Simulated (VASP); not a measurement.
# Li2Pt (P6/mmm) in VASP: further runs, part 2 of 2

VASP 6.6.1.

**3. Vibrations by perturbation theory, LDA (12.39 Å³/atom)**

This run uses another cell than the first one, of 12.39 Å³/atom.

File INCAR:

```
PREC = Accurate
ENCUT = 520
EDIFF = 1E-8
ISMEAR = -1
SIGMA = 0.15
LREAL = F
LASPH = T
NELM = 80
ALGO = Fast
ISIF = 2
LWAVE = F
LCHARG = F
NBANDS = 15
IBRION = 8
NSW = 1
```

File KPOINTS:

```
Automatic mesh
0
Gamma
  12 12 16
```

File POSCAR:

```
Li2Pt
1.0
    4.0562095078      0.0000000000      0.0000000000
   -2.0281047539      3.5127804768      0.0000000000
    0.0000000000      0.0000000000      2.6078012735
Li Pt
2 1
Direct
    0.3333333333      0.6666666667      0.5000000000
    0.6666666667      0.3333333333      0.5000000000
    0.0000000000      0.0000000000      0.0000000000
```

Potentials or basis: VASP PAW LDA potentials, release 64 (Li_sv, Pt).

Command:

```bash
cat potpaw_LDA.64/Li_sv/POTCAR potpaw_LDA.64/Pt/POTCAR > POTCAR
mpirun -np 1 vasp_std > vasp.out
```

OUTCAR:

```text
PREC = Accurate
   ENCUT = 520
   EDIFF = 1E-8
   ISMEAR = -1
   LREAL = F
   LASPH = T
   NELM = 80
   ISIF = 2
   IBRION = 8
   NSW = 1

 ion  position               nearest neighbor table
   1  0.333  0.667  0.500-   2 2.34   2 2.34   2 2.34   3 2.68   3 2.68   3 2.68   3 2.68   3 2.68
                             3 2.68
   2  0.667  0.333  0.500-   1 2.34   1 2.34   1 2.34   3 2.68   3 2.68   3 2.68   3 2.68   3 2.68
                             3 2.68
   3  0.000  0.000  0.000-   1 2.68   2 2.68   1 2.68   2 2.68   1 2.68   1 2.68   2 2.68   2 2.68
                             2 2.68   2 2.68   1 2.68   1 2.68

  LATTYP: Found a hexagonal cell.
 ALAT       =     4.0562095078
 C/A-ratio  =     0.6429158229

  Lattice vectors:

 A1 = (   4.0562095078,   0.0000000000,   0.0000000000)
 A2 = (  -2.0281047539,   3.5127804768,   0.0000000000)
 A3 = (   0.0000000000,   0.0000000000,   2.6078012735)

Analysis of symmetry for initial positions (statically):
=====================================================================
 Subroutine PRICEL returns:
 Original cell was already a primitive cell.

 Routine SETGRP: Setting up the symmetry group for a
 hexagonal supercell.

 Subroutine GETGRP returns: Found 24 space group operations
 (whereof 24 operations were pure point group operations)
 out of a pool of 24 trial point group operations.

The static configuration has the point symmetry D_6h.

Analysis of symmetry for dynamics (positions and initial velocities):
=====================================================================
 Subroutine PRICEL returns:
 Original cell was already a primitive cell.

 Routine SETGRP: Setting up the symmetry group for a
 hexagonal supercell.

 Subroutine GETGRP returns: Found 24 space group operations
 (whereof 24 operations were pure point group operations)
 out of a pool of 24 trial point group operations.

The dynamic configuration has the point symmetry D_6h.

 Subroutine INISYM returns: Found 24 space group operations
 (whereof 24 operations are pure point group operations),
 and found     1 'primitive' translations

----------------------------------------------------------------------------------------

                                     Primitive cell

  volume of cell :      37.1574

  direct lattice vectors                    reciprocal lattice vectors
     4.056209508  0.000000000  0.000000000     0.246535589  0.142337389  0.000000000
    -2.028104754  3.512780477  0.000000000     0.000000000  0.284674777  0.000000000
     0.000000000  0.000000000  2.607801273     0.000000000  0.000000000  0.383464802

  length of vectors
     4.056209508  4.056209508  2.607801273     0.284674777  0.284674777  0.383464802

  position of ions in fractional coordinates (direct lattice)
[... 567 lines left out ...]
     14      18.5896      0.00000
     15      20.9375      0.00000

 [... further k-points ...]
[... 5 lines left out ...]
  --------------------------------------------------------------------------------------
  -------------------------------------------------------------------------------------
  Total        0.3691004      0.3691004      0.4265416      0.0000000     -0.0000000      0.0000000
  in kB       15.9150961     15.9150961     18.3918788      0.0000000     -0.0000000      0.0000000
  external PRESSURE =      16.7406904 kB  Pullay stress =       0.0000000 kB

 VOLUME and BASIS-vectors are now :
 -----------------------------------------------------------------------------
  energy-cutoff  :      520.00
  volume of cell :       37.16
      direct lattice vectors                 reciprocal lattice vectors
     4.056209508  0.000000000  0.000000000     0.246535589  0.142337389  0.000000000
    -2.028104754  3.512780477  0.000000000     0.000000000  0.284674777  0.000000000
     0.000000000  0.000000000  2.607801273     0.000000000  0.000000000  0.383464802

 POSITION                                       TOTAL-FORCE (eV/Angst)
 -----------------------------------------------------------------------------------
     -0.00000      2.34185      1.30390        -0.000000      0.000000      0.000000
      2.02810      1.17093      1.30390         0.000000     -0.000000      0.000000
      0.00000      0.00000      0.00000         0.000000      0.000000      0.000000
 -----------------------------------------------------------------------------------
    total drift:                                0.000000      0.000000      0.000000

  FREE ENERGIE OF THE ION-ELECTRON SYSTEM (eV)
  ---------------------------------------------------
  free  energy   TOTEN  =       -13.2270391526 eV

  energy  without entropy=      -13.1744922963  energy(sigma->0) =      -13.20076572

[... ionic steps 2 to 9 ...]

--------------------------------------- Ionic step       10  -------------------------------------------

------------------------ aborting loop because EDIFF is reached ----------------------------------------

[... ionic steps 11 to 11 ...]

--------------------------------------- Ionic step       12  -------------------------------------------

 Free energy of the ion-electron system (eV)
  ---------------------------------------------------
  ---------------------------------------------------
  free energy    TOTEN  =        -0.22928021 eV

  energy without entropy =       -0.22928021

------------------------ aborting loop because EDIFF is reached ----------------------------------------

 INTERNAL STRAIN TENSOR  FOR ION    3  DIRECTION 3   (eV/Angst):
 -----------------------------------------------------------------------------
     0.01193  0.00000  0.00000
    -0.00000  0.01193 -0.00000
     0.00000 -0.00000 -0.01167

 INTERNAL STRAIN TENSOR FOR ION    3 for displacements in x,y,z  (eV/Angst):
          X           Y           Z          XY          YZ          ZX
  --------------------------------------------------------------------------------
  x     0.00000     0.00000     0.00000     0.00000     0.00000     0.00000
  y     0.00000     0.00000     0.00000     0.00000     0.00000     0.00000
  z     0.00000     0.00000     0.00000     0.00000     0.00000     0.00000

 SECOND DERIVATIVES (NOT SYMMETRIZED)
 ------------------------------------
               1X          1Y          1Z          2X          2Y          2Z          3X          3Y          3Z
  1X    -4.549283    0.000000    0.000000    2.579360    0.000000    0.000000    1.969924    0.000000    0.000000
  1Y    -0.000000   -4.549283    0.000000   -0.000000    2.579360    0.000000    0.000000    1.969924    0.000000
  1Z     0.000000    0.000000   -0.573966    0.000000   -0.000000   -0.627705    0.000000    0.000000    1.201671
  2X     2.579360    0.000000    0.000000   -4.549283    0.000000    0.000000    1.969924    0.000000    0.000000
  2Y    -0.000000    2.579360    0.000000   -0.000000   -4.549283    0.000000    0.000000    1.969924    0.000000
  2Z     0.000000   -0.000000   -0.627705    0.000000    0.000000   -0.573966    0.000000    0.000000    1.201671
  3X     1.981843    0.000000    0.000000    1.981843    0.000000    0.000000   -3.963687    0.000000    0.000000
  3Y     0.000000    1.981843    0.000000    0.000000    1.981843    0.000000    0.000000   -3.963687    0.000000
  3Z     0.000000   -0.000000    1.215837    0.000000   -0.000000    1.215837    0.000000    0.000000   -2.431673

 Eigenvectors and eigenvalues of the dynamical matrix
 ----------------------------------------------------

   1 f  =   15.765043 THz    99.054685 2PiTHz  525.865224 cm-1    65.198949 meV
             X         Y         Z           dx          dy          dz
     -0.000000  2.341854  1.303901    -0.707107    0.000006   -0.000000
      2.028105  1.170927  1.303901     0.707107   -0.000006    0.000000
      0.000000  0.000000  0.000000    -0.000000   -0.000000   -0.000000
[... 43 lines left out ...]
   9 f/i=    1.368793 THz     8.600382 2PiTHz   45.658033 cm-1     5.660872 meV
             X         Y         Z           dx          dy          dz
     -0.000000  2.341854  1.303901    -0.000000   -0.000000    0.707107
      2.028105  1.170927  1.303901     0.000000   -0.000000   -0.707107
      0.000000  0.000000  0.000000    -0.000000   -0.000000   -0.000000

--------------------------------------------------------------------------------------------------------

 ELASTIC MODULI CONTR FROM IONIC RELAXATION (kBar)
 Direction    XX          YY          ZZ          XY          YZ          ZX
 --------------------------------------------------------------------------------
 XX         -29.8942     29.8942      0.0000     -0.0000     -0.0000      0.0000
 YY          29.8942    -29.8942      0.0000      0.0000      0.0000      0.0000
 ZZ           0.0000      0.0000      0.0000      0.0000      0.0000      0.0000
 XY          -0.0000      0.0000      0.0000    -29.8942      0.0000      0.0000
 YZ          -0.0000      0.0000      0.0000      0.0000      0.0000      0.0000
 ZX           0.0000      0.0000      0.0000      0.0000      0.0000      0.0000
 --------------------------------------------------------------------------------
```

OSZICAR:

```text
N       E                     dE             d eps       ncg     rms          rms(c)
DAV:   1     0.736391453384E+02    0.73639E+02   -0.73042E+03  5210   0.111E+03
DAV:   2    -0.646989728227E+01   -0.80109E+02   -0.73153E+02  6208   0.241E+02
[... 107 lines left out ...]
RMM:   6    -0.229293475250E+00    0.23847E-04   -0.45559E-06 11277   0.101E-02    0.132E-03
RMM:   7    -0.229280407625E+00    0.13068E-04   -0.85135E-07 11453   0.391E-03    0.161E-04
RMM:   8    -0.229279481180E+00    0.92645E-06   -0.16921E-07 12335   0.148E-03    0.982E-05
RMM:   9    -0.229279594520E+00   -0.11334E-06   -0.29139E-07 12691   0.636E-04    0.791E-05
RMM:  10    -0.229280215903E+00   -0.62138E-06   -0.10802E-07 12133   0.393E-04    0.152E-05
RMM:  11    -0.229280211812E+00    0.40912E-08   -0.90746E-08 12958   0.245E-04    0.793E-06
 Linear response finished
```

Wall time 38 min (1 thread of Intel Xeon 8259CL, shared host); peak memory 0.77 GiB.

Results:

- Highest phonon frequency at Γ: 526 cm⁻¹
- Most unstable mode: 46i cm⁻¹

Phonon frequencies in cm⁻¹ (negative: imaginary):
```
              q point                    frequencies
(0.000, 0.000, 0.000)  -46 0 0 0 224 286 286 526 526
```

Caveat: the cell stands under pressure or tension, which shifts response properties; the cutoff is under 1.25 times the usual one of these potentials, so pressure, stress and relaxed cells hold a basis-set (Pulay) error; some modes are imaginary; spin-orbit coupling is left out, which moves the levels of the heavy elements.
